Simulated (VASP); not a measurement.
# GaSe (P6_3/mmc) in VASP: dielectric tensor with LDA

Aim: the dielectric tensor of GaSe with LDA.

All numbers are computed with VASP 6.6.1; they aren't measurements. Logs are shortened: lines on timing, memory, paths and dates and some standing lists are left out, and cuts for length are marked.

## 1. The cell of the first run

The structure is hexagonal, space group P6_3/mmc (No. 194). Conventional cell: a = 3.742 Å, b = 3.742 Å, c = 15.919 Å, α = 90.00°, β = 90.00°, γ = 120.00°. Within 3.1 Å of Ga (site symmetry 3m) lie 1 Ga at 2.32 Å and 3 Se at 2.48 Å. Within 3.3 Å of Se (site symmetry 3m) lie 3 Ga at 2.48 Å.

## 2. Dielectric tensor, LDA

Input file INCAR:

```
SYSTEM = GaSe
PREC = Accurate
ENCUT = 400
EDIFF = 1E-8
ISMEAR = 0
SIGMA = 0.01
LREAL = .False.
LASPH = .True.
NELM = 120
ALGO = Normal
ISIF = 2
LWAVE = .False.
LCHARG = .False.
LEPSILON = .True.
GGA_COMPAT = .False.
```

Input file KPOINTS:

```
regular mesh
0
Gamma
  6 6 2
  0 0 0
```

Input file POSCAR:

```
GaSe
1.0
    3.7420000000      0.0000000000      0.0000000000
   -1.8710000000      3.2406700000      0.0000000000
    0.0000000000      0.0000000000     15.9190000000
Ga Se
4 4
Direct
    0.3333333333      0.6666666667      0.1770000000
    0.6666666667      0.3333333333      0.6770000000
    0.3333333333      0.6666666667      0.3230000000
    0.6666666667      0.3333333333      0.8230000000
    0.3333333333      0.6666666667      0.6000000000
    0.6666666667      0.3333333333      0.1000000000
    0.3333333333      0.6666666667      0.9000000000
    0.6666666667      0.3333333333      0.4000000000
```

Potentials or basis: VASP PAW LDA potentials, release 64 (Ga_d, Se).

Command:

```
$ cat potpaw_LDA.64/Ga_d/POTCAR potpaw_LDA.64/Se/POTCAR > POTCAR
$ mpirun -np 1 vasp_std > vasp.out
```

OUTCAR:

```text
SYSTEM = GaSe
   PREC = Accurate
   ENCUT = 400
   EDIFF = 1E-8
   ISMEAR = 0
   LREAL = .False.
   LASPH = .True.
   NELM = 120
   ISIF = 2
   LEPSILON = .True.

 ion  position               nearest neighbor table
   1  0.333  0.667  0.177-   3 2.32   6 2.48   6 2.48   6 2.48
   2  0.667  0.333  0.677-   4 2.32   5 2.48   5 2.48   5 2.48
   3  0.333  0.667  0.323-   1 2.32   8 2.48   8 2.48   8 2.48
   4  0.667  0.333  0.823-   2 2.32   7 2.48   7 2.48   7 2.48
   5  0.333  0.667  0.600-   2 2.48   2 2.48   2 2.48
   6  0.667  0.333  0.100-   1 2.48   1 2.48   1 2.48
   7  0.333  0.667  0.900-   4 2.48   4 2.48   4 2.48
   8  0.667  0.333  0.400-   3 2.48   3 2.48   3 2.48

  LATTYP: Found a hexagonal cell.
 ALAT       =     3.7420000000
 C/A-ratio  =     4.2541421700

  Lattice vectors:

 A1 = (   3.7420000000,   0.0000000000,   0.0000000000)
 A2 = (  -1.8710000000,   3.2406700000,   0.0000000000)
 A3 = (   0.0000000000,   0.0000000000,  15.9190000000)

Analysis of symmetry for initial positions (statically):
=====================================================================
 Subroutine PRICEL returns:
 Original cell was already a primitive cell.

 Routine SETGRP: Setting up the symmetry group for a
 hexagonal supercell.

 Subroutine GETGRP returns: Found 24 space group operations
 (whereof 12 operations were pure point group operations)
 out of a pool of 24 trial point group operations.

The static configuration has the point symmetry D_3d.
 The point group associated with its full space group is D_6h.

Analysis of symmetry for dynamics (positions and initial velocities):
=====================================================================
 Subroutine PRICEL returns:
 Original cell was already a primitive cell.

 Routine SETGRP: Setting up the symmetry group for a
 hexagonal supercell.

 Subroutine GETGRP returns: Found 24 space group operations
 (whereof 12 operations were pure point group operations)
 out of a pool of 24 trial point group operations.

The dynamic configuration has the point symmetry D_3d.
 The point group associated with its full space group is D_6h.

 Subroutine INISYM returns: Found 24 space group operations
 (whereof 12 operations are pure point group operations),
 and found     1 'primitive' translations

----------------------------------------------------------------------------------------

                                     Primitive cell

  volume of cell :     193.0431

  direct lattice vectors                    reciprocal lattice vectors
     3.742000000  0.000000000  0.000000000     0.267236772  0.154289082  0.000000000
    -1.871000000  3.240670000  0.000000000     0.000000000  0.308578164  0.000000000
     0.000000000  0.000000000 15.919000000     0.000000000  0.000000000  0.062818016

  length of vectors
     3.742000000  3.742002545 15.919000000     0.308578374  0.308578164  0.062818016

  position of ions in fractional coordinates (direct lattice)
     0.333333333  0.666666667  0.177000000
     0.666666667  0.333333333  0.677000000
     0.333333333  0.666666667  0.323000000
     0.666666667  0.333333333  0.823000000
     0.333333333  0.666666667  0.600000000
     0.666666667  0.333333333  0.100000000
     0.333333333  0.666666667  0.900000000
     0.666666667  0.333333333  0.400000000

  ion indices of the primitive-cell ions
   primitive index   ion index
                 1           1
                 2           2
                 3           3
                 4           4
                 5           5
                 6           6
                 7           7
                 8           8

----------------------------------------------------------------------------------------

 KPOINTS: regular mesh

Automatic generation of k-mesh.
 Grid dimensions read from file:
[... 102 lines left out ...]

 k-point     1 :       0.0000    0.0000    0.0000
  band No.  band energies     occupation
      1     -12.0248      2.00000
      2     -12.0246      2.00000
      3     -11.8382      2.00000
      4     -11.8382      2.00000
      5     -11.8380      2.00000
      6     -11.8380      2.00000
[... 661 lines left out ...]
     44       7.2213      0.00000
     45       7.9636      0.00000

  FORCE on cell =-STRESS in cart. coord.  units (eV):
  Direction    XX          YY          ZZ          XY          YZ          ZX
  --------------------------------------------------------------------------------------
  -------------------------------------------------------------------------------------
  Total       -3.1378173     -3.1378230     -0.2284149      0.0000000      0.0000000      0.0000000
  in kB      -26.0425711    -26.0426183     -1.8957484      0.0000000      0.0000000      0.0000000
  external PRESSURE =     -17.9936459 kB  Pullay stress =       0.0000000 kB

 VOLUME and BASIS-vectors are now :
 -----------------------------------------------------------------------------
  energy-cutoff  :      400.00
  volume of cell :      193.04
      direct lattice vectors                 reciprocal lattice vectors
     3.742000000  0.000000000  0.000000000     0.267236772  0.154289082  0.000000000
    -1.871000000  3.240670000  0.000000000     0.000000000  0.308578164  0.000000000
     0.000000000  0.000000000 15.919000000     0.000000000  0.000000000  0.062818016

 POSITION                                       TOTAL-FORCE (eV/Angst)
 -----------------------------------------------------------------------------------
     -0.00000      2.16045      2.81766         0.000000     -0.000000     -1.223166
      1.87100      1.08022     10.77716        -0.000000      0.000000     -1.223166
     -0.00000      2.16045      5.14184         0.000000     -0.000000      1.223166
      1.87100      1.08022     13.10134        -0.000000      0.000000      1.223166
     -0.00000      2.16045      9.55140         0.000000      0.000000      0.539847
      1.87100      1.08022      1.59190        -0.000000     -0.000000      0.539847
     -0.00000      2.16045     14.32710         0.000000     -0.000000     -0.539847
      1.87100      1.08022      6.36760        -0.000000     -0.000000     -0.539847
 -----------------------------------------------------------------------------------
    total drift:                               -0.000000      0.000000      0.000000

  FREE ENERGIE OF THE ION-ELECTRON SYSTEM (eV)
  ---------------------------------------------------
  free  energy   TOTEN  =       -35.2327370637 eV

  energy  without entropy=      -35.2327370637  energy(sigma->0) =      -35.23273706

 HEAD OF MICROSCOPIC STATIC DIELECTRIC TENSOR (INDEPENDENT PARTICLE, excluding Hartree and local field effects)
 ------------------------------------------------------
          10.469034     0.000000     0.000000
           0.000000    10.469053     0.000000
           0.000000    -0.000000    10.766155
 ------------------------------------------------------

 Free energy of the ion-electron system (eV)
  ---------------------------------------------------
  ---------------------------------------------------
  free energy    TOTEN  =        -4.90563002 eV

  energy without entropy =       -4.90563002

------------------------ aborting loop because EDIFF is reached ----------------------------------------

--------------------------------------- Ionic step        2  -------------------------------------------

------------------------ aborting loop because EDIFF is reached ----------------------------------------

--------------------------------------- Ionic step        3  -------------------------------------------

 Free energy of the ion-electron system (eV)
  ---------------------------------------------------
  ---------------------------------------------------
  free energy    TOTEN  =        -4.07284994 eV

  energy without entropy =       -4.07284994

------------------------ aborting loop because EDIFF is reached ----------------------------------------

 PIEZOELECTRIC TENSOR FIELD DIRECTION 3  (e Angst)
 -----------------------------------------------------------------------------
    -0.00004  0.00000  0.00000           (  0.00000  0.00000  0.00000)
    -0.00000 -0.00004  0.00000           ( -0.00000  0.00000 -0.00000)
     0.00000  0.00000  0.00000           (  0.00000  0.00000 -0.00000)

 PIEZOELECTRIC TENSOR FIELD DIRECTION 3  (C/m^2)
 -----------------------------------------------------------------------------
    -0.00000  0.00000  0.00000
    -0.00000 -0.00000  0.00000
     0.00000  0.00000  0.00000

 MACROSCOPIC STATIC DIELECTRIC TENSOR (including local field effects in DFT)
 ------------------------------------------------------
           9.667359     0.000000     0.000000
           0.000000     9.667376     0.000000
          -0.000000    -0.000000     8.267630
 ------------------------------------------------------

 PIEZOELECTRIC TENSOR (including local field effects)  for field in x, y, z        (e  Angst)
          XX          YY          ZZ          XY          YZ          ZX
  --------------------------------------------------------------------------------
  x     0.00000     0.00000     0.00000     0.00000     0.00000     0.00000
  y     0.00000     0.00000     0.00000     0.00000     0.00000     0.00000
  z     0.00000     0.00000     0.00000     0.00000     0.00000     0.00000

 PIEZOELECTRIC TENSOR (including local field effects)  for field in x, y, z        (C/m^2)
          XX          YY          ZZ          XY          YZ          ZX
  --------------------------------------------------------------------------------
  x     0.00000     0.00000     0.00000     0.00000     0.00000     0.00000
  y     0.00000     0.00000     0.00000     0.00000     0.00000     0.00000
  z     0.00000     0.00000     0.00000     0.00000     0.00000     0.00000

 BORN EFFECTIVE CHARGES (including local field effects) (in |e|, cummulative output)
 ---------------------------------------------------------------------------------
 ion    1
    1     2.28945     0.00000     0.00000
    2     0.00000     2.28946     0.00000
    3     0.00000    -0.00000     0.85138
 ion    2
    1     2.28945     0.00000     0.00000
    2     0.00000     2.28946     0.00000
    3     0.00000     0.00000     0.85138
 ion    3
    1     2.28945     0.00000     0.00000
    2     0.00000     2.28946     0.00000
    3    -0.00000     0.00000     0.85138
 ion    4
    1     2.28945     0.00000     0.00000
    2     0.00000     2.28946     0.00000
    3    -0.00000    -0.00000     0.85138
 ion    5
    1    -2.28945     0.00000     0.00000
    2     0.00000    -2.28946     0.00000
    3    -0.00000    -0.00000    -0.85138
 ion    6
    1    -2.28945     0.00000     0.00000
    2     0.00000    -2.28946    -0.00000
    3     0.00000    -0.00000    -0.85138
 ion    7
    1    -2.28945     0.00000     0.00000
    2     0.00000    -2.28946    -0.00000
    3     0.00000    -0.00000    -0.85138
 ion    8
    1    -2.28945     0.00000     0.00000
    2     0.00000    -2.28946     0.00000
    3     0.00000     0.00000    -0.85138
```

Run time: 11 min. Hardware: 1 thread of Intel Xeon Platinum 8559C (Emerald Rapids), shared host; peak memory 0.5 GiB.

What came out:

```
Band gap on the k mesh                  : 0.99 eV
Electronic dielectric tensor (diagonal) : 9.67, 9.67, 8.27
Born charges (mean of the diagonal)     : Ga +1.81; Se -1.81 e
```

Levels at points of the mesh, in eV from the valence-band top:
```tsv
k point	band 34	band 35	band 36	band 37	band 38	band 39	band 40	band 41	band 42	band 43
(0.00, 0.00, 0.00)	-1.05	-1.05	-0.91	-0.91	0.00	0.99	2.07	2.34	2.41	3.91
(0.50, 0.00, 0.00)	-2.41	-2.32	-2.14	-2.09	-1.94	1.08	1.18	1.81	1.96	3.57
(0.00, 0.00, 0.50)	-0.95	-0.95	-0.95	-0.93	-0.93	1.68	1.68	2.37	2.37	3.95
(0.50, 0.00, 0.50)	-2.43	-2.24	-2.24	-2.17	-2.17	1.38	1.38	1.61	1.61	3.53
```

Electronic dielectric tensor:
```
9.67 0.00 0.00
0.00 9.67 0.00
0.00 0.00 8.27
```

Born effective charge tensors (e):
atom 1, Ga
```
2.29 0.00 0.00
0.00 2.29 0.00
0.00 0.00 0.85
```
atom 2, Ga
```
2.29 0.00 0.00
0.00 2.29 0.00
0.00 0.00 0.85
```
atom 3, Ga
```
2.29 0.00 0.00
0.00 2.29 0.00
0.00 0.00 0.85
```
atom 4, Ga
```
2.29 0.00 0.00
0.00 2.29 0.00
0.00 0.00 0.85
```
atom 5, Se
```
-2.29  0.00  0.00
 0.00 -2.29  0.00
 0.00  0.00 -0.85
```
atom 6, Se
```
-2.29  0.00  0.00
 0.00 -2.29  0.00
 0.00  0.00 -0.85
```
atom 7, Se
```
-2.29  0.00  0.00
 0.00 -2.29  0.00
 0.00  0.00 -0.85
```
atom 8, Se
```
-2.29  0.00  0.00
 0.00 -2.29  0.00
 0.00  0.00 -0.85
```

A k mesh can miss the band edges. A hybrid or GW would open this gap; LDA tends to underestimate it.
